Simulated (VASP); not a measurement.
# Bi (R-3m) in VASP: further runs

The runs below take Bi through electric field gradients, with PBEsol.

Everything below comes from runs of VASP 6.6.1. Logs are shortened: lines on timing, memory, paths and dates and some standing lists are left out, and cuts for length are marked.

**1. The cell of the first run**

The structure is trigonal, space group R-3m (No. 166). The conventional cell has a = 4.531 Å, b = 4.531 Å, c = 11.822 Å, α = 90.00°, β = 90.00°, γ = 120.00°. Bi (site symmetry 3m) has 6 Bi at 3.06 to 3.52 Å within 4.0 Å.

**2. Electric field gradients, PBEsol (35.03 Å³/atom)**

Contents of INCAR:

```
SYSTEM = Bi
ALGO     = Normal         ! electronic algorithm
EDIFF    = 1E-8           ! SCF threshold, eV
ENCUT    = 520            ! plane-wave cutoff, eV
GGA      = PS             ! functional
ISIF     = 2              ! what is computed and relaxed
ISMEAR   = -1             ! smearing method
LASPH    = .True.         ! aspherical terms in the spheres
LCHARG   = .False.        ! write CHGCAR
LEFG     = .True.       
LREAL    = .False.        ! projectors in reciprocal space
LWAVE    = .False.        ! write WAVECAR
NBANDS   = 22             ! bands
NELM     = 60             ! most SCF steps
PREC     = Accurate       ! precision mode
SIGMA    = 0.03           ! smearing width, eV
```

Contents of KPOINTS:

```
k-points
0
Gamma
  10 10 10
  0 0 0
```

Contents of POSCAR:

```
Bi
1.0
    2.2653976160      1.3079279234      3.9407758210
   -2.2653976160      1.3079279234      3.9407758210
    0.0000000000     -2.6158558468      3.9407758210
Bi
2
Direct
    0.2338900000      0.2338900000      0.2338900000
    0.7661100000      0.7661100000      0.7661100000
```

Potentials or basis: VASP PAW PBE potentials, release 64 (Bi_d).

Command:

```bash
cat potpaw_PBE.64/Bi_d/POTCAR > POTCAR
mpirun -np 1 vasp_std > vasp.out
```

OUTCAR:

```text
SYSTEM = Bi
   EDIFF = 1E-8
   ENCUT = 520
   GGA = PS
   ISIF = 2
   ISMEAR = -1
   LASPH = .True.
   LREAL = .False.
   NELM = 60
   PREC = Accurate

 ion  position               nearest neighbor table
   1  0.234  0.234  0.234-   2 3.06   2 3.06   2 3.06   2 3.52   2 3.52   2 3.52
   2  0.766  0.766  0.766-   1 3.06   1 3.06   1 3.06   1 3.52   1 3.52   1 3.52

  LATTYP: Found a trigonal (rhomboedric) cell.
 ALAT       =     4.7299488245
 COS(alpha) =     0.5412184017

  Lattice vectors:

 A1 = (   2.2653976160,   1.3079279234,   3.9407758210)
 A2 = (  -2.2653976160,   1.3079279234,   3.9407758210)
 A3 = (   0.0000000000,  -2.6158558468,   3.9407758210)

Analysis of symmetry for initial positions (statically):
=====================================================================
 Subroutine PRICEL returns:
 Original cell was already a primitive cell.

 Routine SETGRP: Setting up the symmetry group for a
 trigonal (rhombohedral) supercell.

 Subroutine GETGRP returns: Found 12 space group operations
 (whereof 12 operations were pure point group operations)
 out of a pool of 12 trial point group operations.

The static configuration has the point symmetry D_3d.

Analysis of symmetry for dynamics (positions and initial velocities):
=====================================================================
 Subroutine PRICEL returns:
 Original cell was already a primitive cell.

 Routine SETGRP: Setting up the symmetry group for a
 trigonal (rhombohedral) supercell.

 Subroutine GETGRP returns: Found 12 space group operations
 (whereof 12 operations were pure point group operations)
 out of a pool of 12 trial point group operations.

The dynamic configuration has the point symmetry D_3d.

 Subroutine INISYM returns: Found 12 space group operations
 (whereof 12 operations are pure point group operations),
 and found     1 'primitive' translations

----------------------------------------------------------------------------------------

                                     Primitive cell

  volume of cell :      70.0586

  direct lattice vectors                    reciprocal lattice vectors
     2.265397616  1.307927923  3.940775821     0.220711806  0.127428021  0.084585713
    -2.265397616  1.307927923  3.940775821    -0.220711806  0.127428021  0.084585713
     0.000000000 -2.615855847  3.940775821     0.000000000 -0.254856042  0.084585713

  length of vectors
     4.729948825  4.729948825  4.729948825     0.268526246  0.268526246  0.268526246

  position of ions in fractional coordinates (direct lattice)
     0.233890000  0.233890000  0.233890000
     0.766110000  0.766110000  0.766110000

  ion indices of the primitive-cell ions
   primitive index   ion index
                 1           1
                 2           2

----------------------------------------------------------------------------------------

 KPOINTS: k-points

Automatic generation of k-mesh.
 Grid dimensions read from file:
 generate k-points for:   10   10   10

 Generating k-lattice:

  Cartesian coordinates                     Fractional coordinates (reciprocal lattice)
     0.022071181  0.012742802  0.008458571     0.100000000  0.000000000  0.000000000
    -0.022071181  0.012742802  0.008458571     0.000000000  0.100000000  0.000000000
     0.000000000 -0.025485604  0.008458571     0.000000000  0.000000000  0.100000000

  Length of vectors
     0.026852625  0.026852625  0.026852625

  Shift w.r.t. Gamma in fractional coordinates (k-lattice)
     0.000000000  0.000000000  0.000000000

 Subroutine IBZKPT returns following result:
 ===========================================

 Found    116 irreducible k-points:

 Following reciprocal coordinates:
            Coordinates               Weight
  0.000000  0.000000  0.000000      1.000000
  0.100000 -0.000000  0.000000      6.000000
  0.200000 -0.000000  0.000000      6.000000
  0.300000 -0.000000 -0.000000      6.000000
  0.400000 -0.000000  0.000000      6.000000
  0.500000 -0.000000  0.000000      3.000000
[... 16 lines left out ...]
  0.300000  0.300000  0.000000      6.000000
  0.400000  0.300000 -0.000000     12.000000
 [... further k-points ...]
   k-points           NKPTS =    116   k-points in BZ     NKDIM =    116   number of bands    NBANDS=     22
   number of dos      NEDOS =    301   number of ions     NIONS =      2
   total plane-waves  NPLWV =  46656
   dimension x,y,z NGX =    36 NGY =   36 NGZ =   36
   dimension x,y,z NGXF=    72 NGYF=   72 NGZF=   72
   ions per type =               2
   NGX,Y,Z   is equivalent  to a cutoff of  12.65, 12.65, 12.65 a.u.
   NGXF,Y,Z  is equivalent  to a cutoff of  25.31, 25.31, 25.31 a.u.
 SYSTEM =  Bi
   PREC   = accura    normal or accurate (medium, high low for compatibility)
   ISTART =      0    job   : 0-new  1-cont  2-samecut
   ICHARG =      2    charge: 1-file 2-atom 10-const
   ISPIN  =      1    spin polarized calculation?
   LNONCOLLINEAR =      F non collinear calculations
   LSORBIT =      F    spin-orbit coupling
   LASPH  =      T    aspherical Exc in radial PAW
   ENCUT  =  520.0 eV  38.22 Ry    6.18 a.u.   8.79  8.79  8.79*2*pi/ulx,y,z
   NELM   =     60;   NELMIN=  2; NELMDL= -5     # of ELM steps
   EDIFF  = 0.1E-07   stopping-criterion for ELM
   LREAL  =      F    real-space projection
   EDIFFG = 0.1E-06   stopping-criterion for IOM
   NSW    =      0    number of steps for IOM
   IBRION =     -1    ionic relax: 0-MD 1-quasi-New 2-CG
   NFREE  =      0    steps in history (QN), initial steepest desc. (CG)
   ISIF   =      2    stress and relaxation
   ISYM   =      2    0-nonsym 1-usesym 2-fastsym
   POTIM  = 0.5000    time-step for ionic-motion
   TEBEG  =    0.0;   TEEND  =   0.0 temperature during run
   PSTRESS=    0.0 pullay stress
   NELECT =      30.0000    total number of electrons
   NUPDOWN=      -1.0000    fix difference up-down
   EMIN   =  10.00;   EMAX   =-10.00  energy-range for DOS
   EFERMI =   0.00;   METHOD = LEGACY
   ISMEAR =    -1;   SIGMA  =   0.03  broadening in eV -4-tet -1-fermi 0-gaus
   EFERMI_NEDOS =   21; number of points for ismear=-14 and -15
   IALGO  =     38    algorithm
   IMIX   =      4    mixing-type and parameters
     AMIX     =   0.40;   BMIX     =  1.00
     AMIX_MAG =   1.60;   BMIX_MAG =  1.00
  volume/ion in A,a.u.               =      35.03       236.39
  Fermi-wavevector in a.u.,A,eV,Ry     =   1.233942  2.331813 20.716414  1.522614
  Thomas-Fermi vector in A             =   2.368652
   LORBIT       =      0    0 simple, 1 ext, 2 COOP (PROOUT), +10 PAW based schemes
   GGA     = PS    functional components
   LHFCALC =     F    Hartree Fock is set to
   AEXX    =    0.0000 exact exchange contribution
   IVDW    =     0    specifies the selected vdW correction
   LEPSILON=     F    determine dielectric tensor
   LRPA    =     F    only Hartree local field effects (RPA)
 non-spin polarized calculation
  energy-cutoff  :      520.00
  volume of cell :       70.06
 maximum number of plane-waves:      1926
   NGX = 17   NGY = 17   NGZ = 17

 number of electron      30.0000004 magnetization

 Free energy of the ion-electron system (eV)
  ---------------------------------------------------
  ext. energy  EPLUGINS =         0.00000000
  ---------------------------------------------------
  free energy    TOTEN  =        -8.60343780 eV

  energy without entropy =       -8.60291935  energy(sigma->0) =       -8.60317857

 E-fermi :   6.1756     XC(G=0):  -9.7192

 val. band max:        6.1665052084   @ k =  -0.4000   0.5000   0.4000
 cond. band min:       6.2712572512   @ k =   0.4000   0.1000   0.1000
 fundamental gap:      0.1047520428
 Fermi energy:         6.1755642024

 k-point     1 :       0.0000    0.0000    0.0000
  band No.  band energies     occupation
      1     -16.6449      2.00000
      2     -16.6449      2.00000
      3     -16.4898      2.00000
      4     -16.4898      2.00000
      5     -16.4730      2.00000
      6     -16.3004      2.00000
[... 14 lines left out ...]
     21      11.9894      0.00000
     22      12.2548      0.00000

 k-point     2 :       0.1000   -0.0000    0.0000
  band No.  band energies     occupation
      1     -16.6376      2.00000
      2     -16.6354      2.00000
      3     -16.4864      2.00000
      4     -16.4840      2.00000
      5     -16.4680      2.00000
      6     -16.3050      2.00000
[... 14 lines left out ...]
     21      12.0819      0.00000
     22      13.0763      0.00000

 k-point     3 :       0.2000   -0.0000    0.0000
  band No.  band energies     occupation
      1     -16.6169      2.00000
      2     -16.6079      2.00000
      3     -16.4780      2.00000
      4     -16.4675      2.00000
      5     -16.4528      2.00000
      6     -16.3205      2.00000
[... 14 lines left out ...]
     21      12.5275      0.00000
     22      14.6813      0.00000

 k-point     4 :       0.3000   -0.0000   -0.0000
  band No.  band energies     occupation
      1     -16.5875      2.00000
      2     -16.5653      2.00000
      3     -16.4674      2.00000
      4     -16.4429      2.00000
      5     -16.4284      2.00000
      6     -16.3477      2.00000
[... 14 lines left out ...]
     21      13.3686      0.00000
     22      16.3082      0.00000

 k-point     5 :       0.4000   -0.0000    0.0000
  band No.  band energies     occupation
      1     -16.5588      2.00000
      2     -16.5134      2.00000
      3     -16.4581      2.00000
      4     -16.4144      2.00000
      5     -16.4073      2.00000
      6     -16.3755      2.00000
[... 417 lines left out ...]
 k-point    22 :      -0.2000    0.2000    0.0000
  band No.  band energies     occupation
      1     -16.6078      2.00000
      2     -16.5231      2.00000
      3     -16.4632      2.00000
      4     -16.4515      2.00000
      5     -16.3998      2.00000
      6     -16.3777      2.00000
[... 14 lines left out ...]
     21      14.3430      0.00000
     22      15.2469      0.00000

 k-point    23 :       0.3000    0.3000    0.0000
  band No.  band energies     occupation
      1     -16.6358      2.00000
      2     -16.5173      2.00000
      3     -16.4942      2.00000
      4     -16.4276      2.00000
      5     -16.4193      2.00000
      6     -16.3533      2.00000
[... 14 lines left out ...]
     21      14.5752      0.00000
     22      14.7122      0.00000

 k-point    24 :       0.4000    0.3000   -0.0000
  band No.  band energies     occupation
      1     -16.6269      2.00000
      2     -16.4970      2.00000
      3     -16.4895      2.00000
      4     -16.4212      2.00000
      5     -16.4027      2.00000
      6     -16.3664      2.00000
[... 14 lines left out ...]
     21      15.4208      0.00000
     22      15.5300      0.00000

 [... further k-points ...]

------------------------ aborting loop because EDIFF is reached ----------------------------------------

  FORCE on cell =-STRESS in cart. coord.  units (eV):
  Direction    XX          YY          ZZ          XY          YZ          ZX
  --------------------------------------------------------------------------------------
  -------------------------------------------------------------------------------------
  Total       -0.0997756     -0.0997756     -0.1101207      0.0000000      0.0000000      0.0000000
  in kB       -2.2817787     -2.2817787     -2.5183633      0.0000000      0.0000000      0.0000000
  external PRESSURE =      -2.3606402 kB  Pullay stress =       0.0000000 kB

 VOLUME and BASIS-vectors are now :
 -----------------------------------------------------------------------------
  energy-cutoff  :      520.00
  volume of cell :       70.06
      direct lattice vectors                 reciprocal lattice vectors
     2.265397616  1.307927923  3.940775821     0.220711806  0.127428021  0.084585713
    -2.265397616  1.307927923  3.940775821    -0.220711806  0.127428021  0.084585713
     0.000000000 -2.615855847  3.940775821     0.000000000 -0.254856042  0.084585713

 POSITION                                       TOTAL-FORCE (eV/Angst)
 -----------------------------------------------------------------------------------
      0.00000      0.00000      2.76512         0.000000      0.000000      0.165062
      0.00000      0.00000      9.05720         0.000000     -0.000000     -0.165062
 -----------------------------------------------------------------------------------
    total drift:                                0.000000     -0.000000      0.000000

  FREE ENERGIE OF THE ION-ELECTRON SYSTEM (eV)
  ---------------------------------------------------
  free  energy   TOTEN  =        -8.6034377997 eV

  energy  without entropy=       -8.6029193481  energy(sigma->0) =       -8.60317857

 Electric field gradients (V/A^2)
---------------------------------------------------------------------
 ion       V_xx      V_yy      V_zz      V_xy      V_xz      V_yz
---------------------------------------------------------------------
   1      14.274    14.274   -28.547    -0.000     0.000     0.000
   2      14.274    14.274   -28.547    -0.000    -0.000     0.000
---------------------------------------------------------------------

 Electric field gradients after diagonalization (V/A^2)
 (convention: |V_zz| > |V_xx| > |V_yy|)
----------------------------------------------------------------------
 ion       V_xx      V_yy      V_zz     asymmetry (V_yy - V_xx)/ V_zz
----------------------------------------------------------------------
   1      14.274    14.274   -28.547       0.000
   2      14.274    14.274   -28.547       0.000
----------------------------------------------------------------------

           NMR quadrupolar parameters

 Cq : quadrupolar parameter    Cq=e*Q*V_zz/h
 eta: asymmetry parameters     (V_yy - V_xx)/ V_zz
 Q  : nuclear electric quadrupole moment in mb (millibarn)
----------------------------------------------------------------------
 ion       Cq(MHz)       eta       Q (mb)
----------------------------------------------------------------------
   1      -0.069       0.000       1.000
   2      -0.069       0.000       1.000
----------------------------------------------------------------------
```

Run time: 89 s. Hardware: 1 thread of AMD EPYC 9R45 (Zen 5), shared host; peak memory 0.26 GiB.

Results:

```
Free energy                             : -8.6034 eV
Pressure                                : -0.2 GPa
Largest force                           : 0.165 eV/Å
Band gap on the k mesh                  : zero (bands 15 and 16 overlap by 0.22 eV)
Largest electric field gradient by atom : Bi -28.5 V/Å²
```

Forces in eV/Å, atoms in the order of the input:
```
Bi   0.000  0.000  0.165
Bi   0.000  0.000 -0.165
```

Electric field gradients, principal values (V/Å²):
```tsv
atom	least	middle	greatest (by size)
1 Bi	14.274	14.274	-28.547
2 Bi	14.274	14.274	-28.547
```

Caveat: without QUAD_EFG the Cq values of the log hold for a quadrupole moment of 1 mb, not for the nuclei; the PAW data sets were made with another functional, which shifts forces and pressure a little; spin-orbit coupling is left out, which moves the levels of the heavy elements.

(Continued in part 2 of 2.)
